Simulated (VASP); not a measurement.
# LiB7 (P-6m2) in VASP: a series of runs, part 3 of 3

VASP 6.6.1. Earlier steps stand in the parts before.

### 5 Single point, PBE

This run uses another cell than the first one, of 7.18 Å³/atom, 0.983 times its volume.

File INCAR:

```
SYSTEM = LiB7
PREC     = Accurate       ! precision mode
ENCUT    = 520            ! plane-wave cutoff, eV
EDIFF    = 1E-7           ! SCF threshold, eV
ISMEAR   = 0              ! smearing method
SIGMA    = 0.1            ! smearing width, eV
LREAL    = .False.        ! projectors in reciprocal space
LASPH    = .True.         ! aspherical terms in the spheres
NELM     = 60             ! most SCF steps
ALGO     = Normal         ! electronic algorithm
ISIF     = 2              ! what is computed and relaxed
LWAVE    = .False.        ! write WAVECAR
LCHARG   = .False.        ! write CHGCAR
GGA      = PE             ! functional
NBANDS   = 22             ! bands
```

File KPOINTS:

```
regular mesh
0
Gamma
  6 6 4
  0 0 0
```

File POSCAR:

```
LiB7
1.0
    2.9551534024     -0.0000000023      0.0000000000
   -1.4775766992      2.5592379197      0.0000000000
    0.0000000000      0.0000000000      7.5956850124
Li B
1 7
Direct
    0.6666666667      0.3333333333      0.5000000000
    0.0000000000      0.0000000000      0.7341484225
    0.0000000000      0.0000000000      0.0000000000
    0.0000000000      0.0000000000      0.2658515775
    0.3333333333      0.6666666667      0.7047072824
    0.3333333333      0.6666666667      0.2952927176
    0.6666666667      0.3333333333      0.8932493402
    0.6666666667      0.3333333333      0.1067506598
```

Potentials or basis: VASP PAW PBE potentials, release 64 (Li_sv, B).

The run is started by

```bash
$ cat potpaw_PBE.64/Li_sv/POTCAR potpaw_PBE.64/B/POTCAR > POTCAR
$ mpirun -np 1 vasp_std > vasp.out
```

OUTCAR:

```text
SYSTEM = LiB7
   PREC = Accurate
   ENCUT = 520
   EDIFF = 1E-7
   ISMEAR = 0
   LREAL = .False.
   LASPH = .True.
   NELM = 60
   ISIF = 2
   GGA = PE

 ion  position               nearest neighbor table
   1  0.667  0.333  0.500-   5 2.31   6 2.31   5 2.31   6 2.31   5 2.31   6 2.31
   2  0.000  0.000  0.734-   5 1.72   5 1.72   5 1.72   3 2.02   7 2.09   7 2.09   7 2.09
   3  0.000  0.000  0.000-   7 1.89   8 1.89   7 1.89   8 1.89   7 1.89   8 1.89   2 2.02   4 2.02

   4  0.000  0.000  0.266-   6 1.72   6 1.72   6 1.72   3 2.02   8 2.09   8 2.09   8 2.09
   5  0.333  0.667  0.705-   2 1.72   2 1.72   2 1.72   1 2.31   1 2.31   1 2.31
   6  0.333  0.667  0.295-   4 1.72   4 1.72   4 1.72   1 2.31   1 2.31   1 2.31
   7  0.667  0.333  0.893-   8 1.62   3 1.89   3 1.89   3 1.89   2 2.09   2 2.09   2 2.09
   8  0.667  0.333  0.107-   7 1.62   3 1.89   3 1.89   3 1.89   4 2.09   4 2.09   4 2.09

  LATTYP: Found a hexagonal cell.
 ALAT       =     2.9551534024
 C/A-ratio  =     2.5703183484

  Lattice vectors:

 A1 = (   2.9551534024,  -0.0000000023,   0.0000000000)
[... 191 lines left out ...]
 Fermi energy:         6.9898520984

 k-point     1 :       0.0000    0.0000    0.0000
  band No.  band energies     occupation
      1     -38.6737      2.00000
      2      -9.8819      2.00000
      3      -7.6653      2.00000
      4      -4.8345      2.00000
      5      -0.0865      2.00000
      6       1.4194      2.00000
[... 514 lines left out ...]
     21      16.9614      0.00000
     22      17.2950      0.00000

------------------------ aborting loop because EDIFF is reached ----------------------------------------

  FORCE on cell =-STRESS in cart. coord.  units (eV):
  Direction    XX          YY          ZZ          XY          YZ          ZX
  --------------------------------------------------------------------------------------
  -------------------------------------------------------------------------------------
  Total       -0.0477989     -0.0477989      0.1234364     -0.0000000      0.0000000      0.0000000
  in kB       -1.3331241     -1.3331241      3.4426775     -0.0000000      0.0000000      0.0000000
  external PRESSURE =       0.2588098 kB  Pullay stress =       0.0000000 kB

 VOLUME and BASIS-vectors are now :
 -----------------------------------------------------------------------------
  energy-cutoff  :      520.00
  volume of cell :       57.45
      direct lattice vectors                 reciprocal lattice vectors
     2.955153402 -0.000000002  0.000000000     0.338391909  0.195370659  0.000000000
    -1.477576699  2.559237920  0.000000000     0.000000000  0.390741319  0.000000000
     0.000000000  0.000000000  7.595685012     0.000000000  0.000000000  0.131653695

 POSITION                                       TOTAL-FORCE (eV/Angst)
 -----------------------------------------------------------------------------------
      1.47758      0.85308      3.79784         0.000000     -0.000000      0.000000
      0.00000      0.00000      5.57636        -0.000000     -0.000000      0.019147
      0.00000      0.00000      0.00000        -0.000000      0.000000      0.000000
      0.00000      0.00000      2.01932        -0.000000     -0.000000     -0.019147
      0.00000      1.70616      5.35273         0.000000      0.000000      0.029324
      0.00000      1.70616      2.24295        -0.000000     -0.000000     -0.029324
      1.47758      0.85308      6.78484        -0.000000      0.000000     -0.061397
      1.47758      0.85308      0.81084        -0.000000      0.000000      0.061397
 -----------------------------------------------------------------------------------
    total drift:                               -0.000000      0.000000      0.000000

  FREE ENERGIE OF THE ION-ELECTRON SYSTEM (eV)
  ---------------------------------------------------
  free  energy   TOTEN  =       -44.7945044281 eV

  energy  without entropy=      -44.7792392728  energy(sigma->0) =      -44.78687185
```

OSZICAR:

```text
N       E                     dE             d eps       ncg     rms          rms(c)
DAV:   1     0.630649007137E+02    0.63065E+02   -0.11430E+04   924   0.108E+03
DAV:   2    -0.403265198235E+02   -0.10339E+03   -0.99404E+02  1146   0.224E+02
DAV:   3    -0.468350162086E+02   -0.65085E+01   -0.64291E+01  1624   0.425E+01
DAV:   4    -0.469588757314E+02   -0.12386E+00   -0.12310E+00  1276   0.525E+00
DAV:   5    -0.469634029058E+02   -0.45272E-02   -0.45268E-02  1302   0.749E-01    0.812E+00
DAV:   6    -0.450996739931E+02    0.18637E+01   -0.22966E+00  1150   0.994E+00    0.428E+00
DAV:   7    -0.448200872756E+02    0.27959E+00   -0.10415E+00  1110   0.489E+00    0.182E+00
DAV:   8    -0.447946526729E+02    0.25435E-01   -0.93523E-02  1482   0.143E+00    0.607E-01
DAV:   9    -0.447944680607E+02    0.18461E-03   -0.10818E-02  1160   0.569E-01    0.158E-01
DAV:  10    -0.447945041501E+02   -0.36089E-04   -0.94375E-04  1222   0.189E-01    0.371E-02
DAV:  11    -0.447945011866E+02    0.29634E-05   -0.11483E-04  1262   0.738E-02    0.121E-02
DAV:  12    -0.447945039407E+02   -0.27541E-05   -0.18998E-05  1196   0.281E-02    0.587E-03
DAV:  13    -0.447945043293E+02   -0.38863E-06   -0.28679E-06  1212   0.109E-02    0.148E-03
DAV:  14    -0.447945044411E+02   -0.11174E-06   -0.42403E-07  1216   0.376E-03    0.688E-04
DAV:  15    -0.447945044281E+02    0.12982E-07   -0.41166E-08   738   0.120E-03
   1 F= -.44794504E+02 E0= -.44786872E+02  d E =-.152652E-01
```

It took 42 s on 1 thread of AMD EPYC 7R43 (Zen 3), shared host; peak memory 0.14 GiB.

What came out:

| Property | Result |
| --- | --- |
| Free energy | -44.7945 eV |
| Largest force | 0.061 eV/Å |
| Band gap on the k mesh | zero (band 12 reaches 7.07 eV, above the bottom of band 13 at 6.20 eV) |

Forces on the atoms (eV/Å):
```
Li   0.000  0.000  0.000
B    0.000  0.000  0.019
B    0.000  0.000  0.000
B    0.000  0.000 -0.019
B    0.000  0.000  0.029
B    0.000  0.000 -0.029
B    0.000  0.000 -0.061
B    0.000  0.000  0.061
```

Levels at points of the mesh, in eV from the Fermi level:
| k point | band 8 | band 9 | band 10 | band 11 | band 12 | band 13 | band 14 | band 15 | band 16 | band 17 |
| --- | --- | --- | --- | --- | --- | --- | --- | --- | --- | --- |
| (0.00, 0.00, 0.00) | -2.37 | -0.17 | -0.17 | -0.14 | -0.14 | 2.49 | 2.72 | 2.72 | 3.80 | 4.81 |
| (0.50, 0.00, 0.00) | -5.70 | -3.93 | -3.69 | -1.37 | -1.12 | -0.79 | 0.03 | 1.59 | 2.34 | 5.01 |
| (0.00, 0.00, 0.50) | -2.36 | -0.29 | -0.29 | -0.02 | -0.02 | 0.60 | 2.64 | 2.64 | 4.84 | 4.88 |
| (0.50, 0.00, 0.50) | -5.66 | -5.29 | -3.84 | -2.07 | -1.14 | 0.44 | 1.57 | 1.72 | 2.15 | 4.55 |

Caveat: the k points lie up to 0.41 Å⁻¹ apart; the cutoff is under 1.25 times the usual one of these potentials, so pressure, stress and relaxed cells hold a basis-set (Pulay) error.

### 6 Relaxation of cell and atoms, PBE

This run uses another cell than the first one, of 9.65 Å³/atom, 1.321 times its volume.

File INCAR:

```
PREC = Accurate
ENCUT = 600
EDIFF = 1E-6
ISMEAR = 0
SIGMA = 0.1
LREAL = F
LASPH = T
NELM = 60
ALGO = Normal
ISIF = 3
LWAVE = F
LCHARG = F
GGA = PE
IBRION = 2
NSW = 90
EDIFFG = -0.04
```

File KPOINTS:

```
Automatic mesh
0
Gamma
  6 6 4
```

File POSCAR:

```
LiB7
1.0
    3.6465191700      0.0000000000      0.0000000000
   -1.8232595800      3.1579782400      0.0000000000
    0.0000000000      0.0000000000      6.7059487500
Li B
1 7
Direct
    0.6666666700      0.3333333300      0.5000000000
    0.0000000000      0.0000000000      0.6666666700
    0.0000000000      0.0000000000      0.0000000000
    0.0000000000      0.0000000000      0.3333333300
    0.3333333300      0.6666666700      0.8333333300
    0.3333333300      0.6666666700      0.1666666700
    0.6666666700      0.3333333300      0.8333333300
    0.6666666700      0.3333333300      0.1666666700
```

Potentials or basis: VASP PAW PBE potentials, release 64 (Li_sv, B).

The run is started by

```bash
$ cat potpaw_PBE.64/Li_sv/POTCAR potpaw_PBE.64/B/POTCAR > POTCAR
$ mpirun -np 1 vasp_std > vasp.out
```

It took 16 min on 1 thread of AMD EPYC 7R43 (Zen 3), shared host; peak memory 0.17 GiB.

It converged, with:

```yaml
Free_energy: -44.8103 eV
Relaxed_volume: 7.20 Å³/atom
Relaxed_cell: a = 2.953 Å, b = 2.953 Å, c = 7.632 Å, α = 90.00°, β = 90.00°, γ = 120.00°
Space_group_after_relaxing_to_0.05_Å: P-6m2 (No. 187)
Energy_gained_by_relaxing: 1169.2 meV/atom
Ionic_steps: 42
Pressure_after_relaxing: 0.2 GPa
Largest_force_after_relaxing: 0.039 eV/Å
Band_gap_on_the_k_mesh: zero (band 12 reaches 7.06 eV, above the bottom of band 13 at 6.16 eV)
```

Forces in eV/Å, atoms in the order of the input:
```
Li   0.000  0.000  0.000
B    0.000  0.000 -0.039
B    0.000  0.000  0.000
B    0.000  0.000  0.039
B    0.000  0.000  0.006
B    0.000  0.000 -0.006
B    0.000  0.000 -0.029
B    0.000  0.000  0.029
```

Stress tensor (GPa, compression positive):
```
0.06 0.00 0.00
0.00 0.06 0.00
0.00 0.00 0.34
```

The path:
```
step  energy change (eV)  largest force (eV/Å)  pressure (GPa)  volume (Å³)
   1              0.0000                1.6785          -29.23        77.22
   3             -3.3492                2.4324            4.66        53.63
   5             -4.1666                0.8137           18.21        51.81
   7             -4.6133                0.8818            4.09        57.52
   9             -4.9763                1.4034          -11.17        62.80
  11             -6.1676                2.1859           -5.66        62.29
  13             -2.4719               16.7113           70.47        52.29
  15             -8.2706                3.6078           17.74        59.17
  17             -8.4201                3.1072           15.64        59.75
  19             -8.4668                2.8997           14.91        60.11
  21             -8.7756                0.8122            5.85        61.78
  23             -8.8331                0.8864           -0.24        63.13
  25             -8.8546                0.7910            0.06        63.02
  27             -8.9760                0.5491           -4.07        63.75
  29             -9.0024                0.4707           -6.62        64.29
  31             -9.1258                0.5789           -2.70        62.03
  33             -9.2214                0.6479            4.54        58.34
  35             -9.2865                0.2566            4.54        56.84
  37             -9.3412                0.2248           -1.37        58.29
  39             -9.3468                0.1778           -0.97        58.11
  41             -9.3530                0.1145           -0.68        57.84
  42             -9.3538                0.0386            0.15        57.63
```

Final structure:
```yaml
crystal:
  lattice:
    - [2.95283, 0.00000, 0.00000]
    - [-1.47642, 2.55723, 0.00000]
    - [0.00000, 0.00000, 7.63219]
  atoms:
    - { symbol: Li, position: [0.66667, 0.33333, 0.50000] }
    - { symbol: B, position: [0.00000, 0.00000, 0.73675] }
    - { symbol: B, position: [0.00000, 0.00000, 0.00000] }
    - { symbol: B, position: [0.00000, 0.00000, 0.26325] }
    - { symbol: B, position: [0.33333, 0.66667, 0.70665] }
    - { symbol: B, position: [0.33333, 0.66667, 0.29335] }
    - { symbol: B, position: [0.66667, 0.33333, 0.89345] }
    - { symbol: B, position: [0.66667, 0.33333, 0.10655] }
```

Levels at points of the mesh, in eV from the Fermi level:
| k point | band 10 | band 11 | band 12 | band 13 | band 14 | band 15 |
| --- | --- | --- | --- | --- | --- | --- |
| (0.00, 0.00, 0.00) | -0.19 | -0.14 | -0.14 | 2.42 | 2.67 | 2.67 |
| (0.50, 0.00, 0.00) | -3.74 | -1.33 | -1.10 | -0.81 | 0.07 | 1.57 |
| (0.00, 0.00, 0.50) | -0.30 | -0.03 | -0.03 | 0.55 | 2.59 | 2.59 |
| (0.50, 0.00, 0.50) | -3.87 | -2.04 | -1.12 | 0.41 | 1.55 | 1.70 |

Caveat: the cutoff is under 1.25 times the usual one of these potentials, so pressure, stress and relaxed cells hold a basis-set (Pulay) error; the volume moved by over 15 % at a fixed basis, so the end points are rough.

### 7 Summary

```csv
task,cell,k mesh,cutoff (eV),gap on the mesh (eV),pressure (GPa),relaxed volume (Å³/atom),largest force (eV/Å)
single point,"a = 2.944, b = 2.944, c = 7.789 Å, angles 90.0, 90.0, 120.0°, 8 atoms",12 × 12 × 6,520,none,-,-,0.02
relaxation of cell and atoms,"relaxed from a = 2.955, b = 2.955, c = 7.596 Å, angles 90.0, 90.0, 120.0°, 8 atoms",12 × 12 × 6,600,none,0.0,7.30,0.01
single point,"a = 3.647, b = 3.647, c = 6.706 Å, angles 90.0, 90.0, 120.0°, 8 atoms",6 × 6 × 4,520,none,-,-,1.68
single point,"a = 2.955, b = 2.955, c = 7.596 Å, angles 90.0, 90.0, 120.0°, 8 atoms",6 × 6 × 4,520,none,-,-,0.06
relaxation of cell and atoms,"relaxed from a = 3.647, b = 3.647, c = 6.706 Å, angles 90.0, 90.0, 120.0°, 8 atoms",6 × 6 × 4,600,none,0.2,7.20,0.04
```

Alike in all rows: level PBE; potentials or basis VASP PAW PBE potentials, release 64 (Li_sv, B); no spin polarisation; smearing gaussian 0.1 eV.

Caveats: some runs use coarse meshes; the cutoff is under 1.25 times the usual one of these potentials, so pressure, stress and relaxed cells hold a basis-set (Pulay) error; forces of over 1 eV/Å act on the atoms, so gaps and moduli don't describe the material at rest (some runs); the volume moved by over 15 % at a fixed basis, so the end points are rough (some runs).

Absolute energies hang on the potentials; compare differences alone.
